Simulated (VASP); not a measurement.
# Ru (P6_3/mmc) in VASP: further runs

The runs below take Ru through single point, relaxation of cell and atoms, with PBE.

Program: VASP 6.6.1. These are calculated values, not measurements. Logs are shortened: lines on timing, memory, paths and dates and some standing lists are left out, and cuts for length are marked.

## (1) The cell of the first run

Symmetry: P6_3/mmc, No. 194, hexagonal system. Conventional cell: a = 2.720 Å, b = 2.720 Å, c = 4.297 Å, α = 90.00°, β = 90.00°, γ = 120.00°. Ru (site symmetry -6m2) has 12 Ru at 2.66 to 2.72 Å within 3.5 Å.

## (2) Single point, PBE

The input, INCAR:

```
PREC     = Accurate       # precision mode
ENCUT    = 520            # plane-wave cutoff, eV
EDIFF    = 1E-6           # SCF threshold, eV
ISMEAR   = 0              # smearing method
SIGMA    = 0.1            # smearing width, eV
LREAL    = False          # projectors in reciprocal space
LASPH    = True           # aspherical terms in the spheres
NELM     = 60             # most SCF steps
ALGO     = Normal         # electronic algorithm
ISIF     = 2              # what is computed and relaxed
LWAVE    = False          # write WAVECAR
LCHARG   = False          # write CHGCAR
GGA      = PE             # functional
NBANDS   = 21             # bands
```

The input, KPOINTS:

```
regular mesh
0
Gamma
  18 18 10
```

The input, POSCAR:

```
Ru
1.0
    2.7197977462      0.0000000000      0.0000000000
   -1.3598988731      2.3554139414      0.0000000000
    0.0000000000      0.0000000000      4.2966597636
Ru
2
Direct
    0.3333333333      0.6666666667      0.2500000000
    0.6666666667      0.3333333333      0.7500000000
```

Potentials or basis: VASP PAW PBE potentials, release 64 (Ru_pv).

Run with:

```console
> cat potpaw_PBE.64/Ru_pv/POTCAR > POTCAR
> mpirun -np 1 vasp_std > vasp.out
```

OUTCAR:

```text
PREC = Accurate
   ENCUT = 520
   EDIFF = 1E-6
   ISMEAR = 0
   LREAL = False
   LASPH = True
   NELM = 60
   ISIF = 2
   GGA = PE

 ion  position               nearest neighbor table
   1  0.333  0.667  0.250-   2 2.66   2 2.66   2 2.66   2 2.66   2 2.66   2 2.66
   2  0.667  0.333  0.750-   1 2.66   1 2.66   1 2.66   1 2.66   1 2.66   1 2.66

  LATTYP: Found a hexagonal cell.
 ALAT       =     2.7197977462
 C/A-ratio  =     1.5797717935

  Lattice vectors:

 A1 = (   2.7197977462,   0.0000000000,   0.0000000000)
 A2 = (  -1.3598988731,   2.3554139414,   0.0000000000)
 A3 = (   0.0000000000,   0.0000000000,   4.2966597636)

Analysis of symmetry for initial positions (statically):
=====================================================================
 Subroutine PRICEL returns:
 Original cell was already a primitive cell.

 Routine SETGRP: Setting up the symmetry group for a
 hexagonal supercell.

 Subroutine GETGRP returns: Found 24 space group operations
 (whereof 12 operations were pure point group operations)
 out of a pool of 24 trial point group operations.

The static configuration has the point symmetry D_3d.
 The point group associated with its full space group is D_6h.

Analysis of symmetry for dynamics (positions and initial velocities):
=====================================================================
 Subroutine PRICEL returns:
 Original cell was already a primitive cell.

 Routine SETGRP: Setting up the symmetry group for a
 hexagonal supercell.

 Subroutine GETGRP returns: Found 24 space group operations
 (whereof 12 operations were pure point group operations)
 out of a pool of 24 trial point group operations.

The dynamic configuration has the point symmetry D_3d.
 The point group associated with its full space group is D_6h.

 Subroutine INISYM returns: Found 24 space group operations
 (whereof 12 operations are pure point group operations),
 and found     1 'primitive' translations

----------------------------------------------------------------------------------------

                                     Primitive cell

  volume of cell :      27.5255

  direct lattice vectors                    reciprocal lattice vectors
     2.719797746  0.000000000  0.000000000     0.367674398  0.212276913  0.000000000
    -1.359898873  2.355413941  0.000000000     0.000000000  0.424553826  0.000000000
     0.000000000  0.000000000  4.296659764     0.000000000  0.000000000  0.232738931

  length of vectors
     2.719797746  2.719797746  4.296659764     0.424553826  0.424553826  0.232738931

  position of ions in fractional coordinates (direct lattice)
     0.333333333  0.666666667  0.250000000
     0.666666667  0.333333333  0.750000000

  ion indices of the primitive-cell ions
   primitive index   ion index
                 1           1
                 2           2

----------------------------------------------------------------------------------------

 KPOINTS: regular mesh

Automatic generation of k-mesh.
 Grid dimensions read from file:
 generate k-points for:   18   18   10

 Generating k-lattice:

  Cartesian coordinates                     Fractional coordinates (reciprocal lattice)
     0.020426355  0.011793162  0.000000000     0.055555556 -0.000000000  0.000000000
     0.000000000  0.023586324  0.000000000     0.000000000  0.055555556  0.000000000
     0.000000000  0.000000000  0.023273893     0.000000000  0.000000000  0.100000000

  Length of vectors
     0.023586324  0.023586324  0.023273893

  Shift w.r.t. Gamma in fractional coordinates (k-lattice)
     0.000000000  0.000000000  0.000000000

 Subroutine IBZKPT returns following result:
 ===========================================

 Found    222 irreducible k-points:

 Following reciprocal coordinates:
            Coordinates               Weight
  0.000000  0.000000  0.000000      1.000000
  0.055556  0.000000  0.000000      6.000000
  0.111111  0.000000  0.000000      6.000000
  0.166667 -0.000000  0.000000      6.000000
  0.222222  0.000000  0.000000      6.000000
  0.277778 -0.000000  0.000000      6.000000
[... 16 lines left out ...]
  0.333333  0.111111  0.000000     12.000000
  0.388889  0.111111  0.000000     12.000000
 [... further k-points ...]
   k-points           NKPTS =    222   k-points in BZ     NKDIM =    222   number of bands    NBANDS=     21
   number of dos      NEDOS =    301   number of ions     NIONS =      2
   total plane-waves  NPLWV =  12800
   dimension x,y,z NGX =    20 NGY =   20 NGZ =   32
   dimension x,y,z NGXF=    40 NGYF=   40 NGZF=   64
   ions per type =               2
   NGX,Y,Z   is equivalent  to a cutoff of  12.22, 12.22, 12.38 a.u.
   NGXF,Y,Z  is equivalent  to a cutoff of  24.45, 24.45, 24.76 a.u.
 SYSTEM =  unknown system
   PREC   = accura    normal or accurate (medium, high low for compatibility)
   ISTART =      0    job   : 0-new  1-cont  2-samecut
   ICHARG =      2    charge: 1-file 2-atom 10-const
   ISPIN  =      1    spin polarized calculation?
   LNONCOLLINEAR =      F non collinear calculations
   LSORBIT =      F    spin-orbit coupling
   LASPH  =      T    aspherical Exc in radial PAW
   ENCUT  =  520.0 eV  38.22 Ry    6.18 a.u.   5.06  5.06  7.99*2*pi/ulx,y,z
   NELM   =     60;   NELMIN=  2; NELMDL= -5     # of ELM steps
   EDIFF  = 0.1E-05   stopping-criterion for ELM
   LREAL  =      F    real-space projection
   EDIFFG = 0.1E-04   stopping-criterion for IOM
   NSW    =      0    number of steps for IOM
   IBRION =     -1    ionic relax: 0-MD 1-quasi-New 2-CG
   NFREE  =      0    steps in history (QN), initial steepest desc. (CG)
   ISIF   =      2    stress and relaxation
   ISYM   =      2    0-nonsym 1-usesym 2-fastsym
   POTIM  = 0.5000    time-step for ionic-motion
   TEBEG  =    0.0;   TEEND  =   0.0 temperature during run
   PSTRESS=    0.0 pullay stress
   NELECT =      28.0000    total number of electrons
   NUPDOWN=      -1.0000    fix difference up-down
   EMIN   =  10.00;   EMAX   =-10.00  energy-range for DOS
   EFERMI =   0.00;   METHOD = LEGACY
   ISMEAR =     0;   SIGMA  =   0.10  broadening in eV -4-tet -1-fermi 0-gaus
   EFERMI_NEDOS =   21; number of points for ismear=-14 and -15
   IALGO  =     38    algorithm
   IMIX   =      4    mixing-type and parameters
     AMIX     =   0.40;   BMIX     =  1.00
     AMIX_MAG =   1.60;   BMIX_MAG =  1.00
  volume/ion in A,a.u.               =      13.76        92.88
  Fermi-wavevector in a.u.,A,eV,Ry     =   1.646453  3.111344 36.882758  2.710806
  Thomas-Fermi vector in A             =   2.736078
   LORBIT       =      0    0 simple, 1 ext, 2 COOP (PROOUT), +10 PAW based schemes
   GGA     = PE    functional components
   LHFCALC =     F    Hartree Fock is set to
   AEXX    =    0.0000 exact exchange contribution
   IVDW    =     0    specifies the selected vdW correction
   LEPSILON=     F    determine dielectric tensor
   LRPA    =     F    only Hartree local field effects (RPA)
 non-spin polarized calculation
 Gauss-broadening in eV      SIGMA  =   0.10
  energy-cutoff  :      520.00
  volume of cell :       27.53
 maximum number of plane-waves:       759
   NGX = 11   NGY = 11   NGZ = 15

 number of electron      28.0000013 magnetization

 Free energy of the ion-electron system (eV)
  ---------------------------------------------------
  ext. energy  EPLUGINS =         0.00000000
  ---------------------------------------------------
  free energy    TOTEN  =       -18.47174674 eV

  energy without entropy =      -18.46243510  energy(sigma->0) =      -18.46709092

 E-fermi :  12.5875     XC(G=0): -14.0350

 val. band max:       12.5850584053   @ k =   0.1667   0.1111   0.3000
 cond. band min:      12.5899724446   @ k =   0.4444   0.1111   0.5000
 fundamental gap:      0.0049140392
 Fermi energy:        12.5875366817

 k-point     1 :       0.0000    0.0000    0.0000
  band No.  band energies     occupation
      1     -31.0047      2.00000
      2     -30.1115      2.00000
      3     -30.1115      2.00000
      4     -29.9469      2.00000
      5     -29.9469      2.00000
      6     -29.9075      2.00000
[... 13 lines left out ...]
     20      23.0348      0.00000
     21      23.0483      0.00000

 k-point     2 :       0.0556    0.0000    0.0000
  band No.  band energies     occupation
      1     -30.9946      2.00000
      2     -30.1328      2.00000
      3     -30.1188      2.00000
      4     -29.9693      2.00000
      5     -29.9498      2.00000
      6     -29.9122      2.00000
[... 13 lines left out ...]
     20      23.0348      0.00000
     21      23.0476      0.00000

 k-point     3 :       0.1111    0.0000    0.0000
  band No.  band energies     occupation
      1     -30.9649      2.00000
      2     -30.1943      2.00000
      3     -30.1394      2.00000
      4     -30.0331      2.00000
      5     -29.9585      2.00000
      6     -29.9264      2.00000
[... 13 lines left out ...]
     20      23.0348      0.00000
     21      23.0455      0.00000

 k-point     4 :       0.1667   -0.0000    0.0000
  band No.  band energies     occupation
      1     -30.9174      2.00000
      2     -30.2886      2.00000
      3     -30.1701      2.00000
      4     -30.1292      2.00000
      5     -29.9724      2.00000
      6     -29.9501      2.00000
[... 13 lines left out ...]
     20      23.0348      0.00000
     21      23.0430      0.00000

 k-point     5 :       0.2222    0.0000    0.0000
  band No.  band energies     occupation
      1     -30.8551      2.00000
      2     -30.4044      2.00000
      3     -30.2443      2.00000
      4     -30.2068      2.00000
      5     -29.9904      2.00000
      6     -29.9831      2.00000
[... 13 lines left out ...]
     20      23.0347      0.00000
     21      23.0407      0.00000
[... 382 lines left out ...]
     20      23.0346      0.00000
     21      23.0393      0.00000

 k-point    22 :       0.2778    0.1111    0.0000
  band No.  band energies     occupation
      1     -30.6813      2.00000
      2     -30.6304      2.00000
      3     -30.5021      2.00000
      4     -30.2924      2.00000
      5     -30.0883      2.00000
      6     -30.0779      2.00000
[... 13 lines left out ...]
     20      23.0337      0.00000
     21      23.0357      0.00000

 k-point    23 :       0.3333    0.1111    0.0000
  band No.  band energies     occupation
      1     -30.7186      2.00000
      2     -30.6063      2.00000
      3     -30.5616      2.00000
      4     -30.3374      2.00000
      5     -30.1406      2.00000
      6     -30.0980      2.00000
[... 13 lines left out ...]
     20      23.0345      0.00000
     21      23.2947      0.00000

 k-point    24 :       0.3889    0.1111    0.0000
  band No.  band energies     occupation
      1     -30.7759      2.00000
      2     -30.6003      2.00000
      3     -30.5455      2.00000
      4     -30.3663      2.00000
      5     -30.1866      2.00000
      6     -30.1110      2.00000
[... 13 lines left out ...]
     20      23.0340      0.00000
     21      23.6436      0.00000

 [... further k-points ...]
[... 5 lines left out ...]
  --------------------------------------------------------------------------------------
  -------------------------------------------------------------------------------------
  Total       -0.0087231     -0.0087231     -0.0088994     -0.0000000      0.0000000      0.0000000
  in kB       -0.5077474     -0.5077474     -0.5180100     -0.0000000      0.0000000      0.0000000
  external PRESSURE =      -0.5111683 kB  Pullay stress =       0.0000000 kB

 VOLUME and BASIS-vectors are now :
 -----------------------------------------------------------------------------
  energy-cutoff  :      520.00
  volume of cell :       27.53
      direct lattice vectors                 reciprocal lattice vectors
     2.719797746  0.000000000  0.000000000     0.367674398  0.212276913  0.000000000
    -1.359898873  2.355413941  0.000000000     0.000000000  0.424553826  0.000000000
     0.000000000  0.000000000  4.296659764     0.000000000  0.000000000  0.232738931

 POSITION                                       TOTAL-FORCE (eV/Angst)
 -----------------------------------------------------------------------------------
     -0.00000      1.57028      1.07416         0.000000      0.000000      0.000000
      1.35990      0.78514      3.22249        -0.000000     -0.000000      0.000000
 -----------------------------------------------------------------------------------
    total drift:                               -0.000000      0.000000     -0.000000

  FREE ENERGIE OF THE ION-ELECTRON SYSTEM (eV)
  ---------------------------------------------------
  free  energy   TOTEN  =       -18.4717467423 eV

  energy  without entropy=      -18.4624351019  energy(sigma->0) =      -18.46709092
```

It took 47 s on 1 thread of Intel Xeon Platinum 8559C (Emerald Rapids), shared host; peak memory 0.2 GiB.

Results:

```
Free energy            : -18.4717 eV
Pressure               : -0.1 GPa
Band gap on the k mesh : zero (band 14 reaches 14.05 eV, above the bottom of band 15 at 10.98 eV)
```

Levels at points of the mesh, in eV from the Fermi level:
```
           k point  band 11  band 12  band 13  band 14  band 15  band 16  band 17  band 18
(0.00, 0.00, 0.00)    -2.35    -1.86    -1.86    -1.37    -1.37     1.16     1.16     1.30
(0.50, 0.00, 0.00)    -2.02    -1.77    -1.48     1.39     1.80     1.88     3.99     6.03
(0.00, 0.00, 0.50)    -2.70    -2.70    -2.65    -2.65     0.54     0.54     0.54     0.54
(0.50, 0.00, 0.50)    -1.03    -1.03     0.45     0.45     1.64     1.64     3.35     3.35
```

## (3) Single point, PBE

INCAR is that of step 2.

KPOINTS is that of step 2.

Changes to POSCAR since step 2:

```diff
@@ -4,3 +4,3 @@
    -1.3598988731      2.3554139414      0.0000000000
-    0.0000000000      0.0000000000      4.2966597636
+    0.0000000000      0.0000000000      4.2966597640
 Ru
```

Potentials or basis: VASP PAW PBE potentials, release 64 (Ru_pv).

Run with:

```console
> cat potpaw_PBE.64/Ru_pv/POTCAR > POTCAR
> mpirun -np 1 vasp_std > vasp.out
```

Run time: 36 s. Hardware: 1 thread of Intel Xeon 6975P-C (Granite Rapids), shared host; peak memory 0.21 GiB.

It converged, with:

| Quantity | Value |
| --- | --- |
| Free energy | -18.4717 eV |
| Pressure | -0.1 GPa |
| Band gap on the k mesh | zero (band 14 reaches 14.05 eV, above the bottom of band 15 at 10.98 eV) |

Levels at points of the mesh, in eV from the Fermi level:
```tsv
k point	band 12	band 13	band 14	band 15	band 16	band 17
(0.00, 0.00, 0.00)	-1.86	-1.86	-1.37	-1.37	1.16	1.16
(0.50, 0.00, 0.00)	-1.77	-1.48	1.39	1.80	1.88	3.99
(0.00, 0.00, 0.50)	-2.70	-2.65	-2.65	0.54	0.54	0.54
(0.50, 0.00, 0.50)	-1.03	0.45	0.45	1.64	1.64	3.35
```

## (4) Relaxation of cell and atoms, PBE

This run uses another cell than the first one, of 13.57 Å³/atom, 0.986 times its volume.

The input, INCAR:

```
SYSTEM = Ru
PREC = Accurate
ENCUT = 600
EDIFF = 1E-6
ISMEAR = 0
SIGMA = 0.1
LREAL = .FALSE.
LASPH = .TRUE.
NELM = 100
ALGO = Fast
ISIF = 3
LWAVE = .FALSE.
LCHARG = .FALSE.
GGA = PE
IBRION = 2
NSW = 100
EDIFFG = -0.005
```

The input, KPOINTS:

```
Automatic mesh
0
G
  18 18 10
  0 0 0
```

The input, POSCAR:

```
Ru
1.0
    2.7057993342      0.0000000000      0.0000000000
   -1.3528996671      2.3432909610      0.0000000000
    0.0000000000      0.0000000000      4.2819000000
Ru
2
Direct
    0.3333333333      0.6666666667      0.2500000000
    0.6666666667      0.3333333333      0.7500000000
```

Run with:

```console
> cat potpaw_PBE.64/Ru_pv/POTCAR > POTCAR
> mpirun -np 1 vasp_std > vasp.out
```

It took 17 min on 1 thread of AMD EPYC 7R13, shared host; peak memory 0.22 GiB.

Results (log left out):

| Property | Result |
| --- | --- |
| Free energy | -18.4717 eV |
| Relaxed volume | 13.76 Å³/atom |
| Relaxed cell | a = 2.719 Å, b = 2.719 Å, c = 4.296 Å, α = 90.00°, β = 90.00°, γ = 120.00° |
| Space group after relaxing (to 0.05 Å) | P6_3/mmc (No. 194) |
| Energy gained by relaxing | 2.5 meV/atom |
| Ionic steps | 6 |
| Pressure after relaxing | 0.0 GPa |
| Band gap on the k mesh | zero (band 14 reaches 14.06 eV, above the bottom of band 15 at 10.99 eV) |

The path:
```csv
step,energy change (eV),largest force (eV/Å),pressure (GPa),volume (Å³)
1,0.0000,0.0000,4.35,27.15
2,0.0353,0.0000,-11.14,28.62
3,-0.0049,0.0000,-0.03,27.52
4,-0.0049,0.0000,0.04,27.51
5,-0.0049,0.0000,0.05,27.51
6,-0.0050,0.0000,0.03,27.51
```

Final structure:
```
Ru
1.0
     2.71934    0.00000    0.00000
    -1.35967    2.35502    0.00000
     0.00000    0.00000    4.29617
Ru
2
Direct
  0.33333 0.66667 0.25000
  0.66667 0.33333 0.75000
```

Levels at points of the mesh, in eV from the Fermi level:
```csv
k point,band 12,band 13,band 14,band 15,band 16,band 17
"(0.00, 0.00, 0.00)",-1.87,-1.87,-1.37,-1.37,1.17,1.17
"(0.50, 0.00, 0.00)",-1.77,-1.48,1.39,1.80,1.89,4.00
"(0.00, 0.00, 0.50)",-2.70,-2.65,-2.65,0.54,0.54,0.54
"(0.50, 0.00, 0.50)",-1.04,0.45,0.45,1.64,1.64,3.35
```
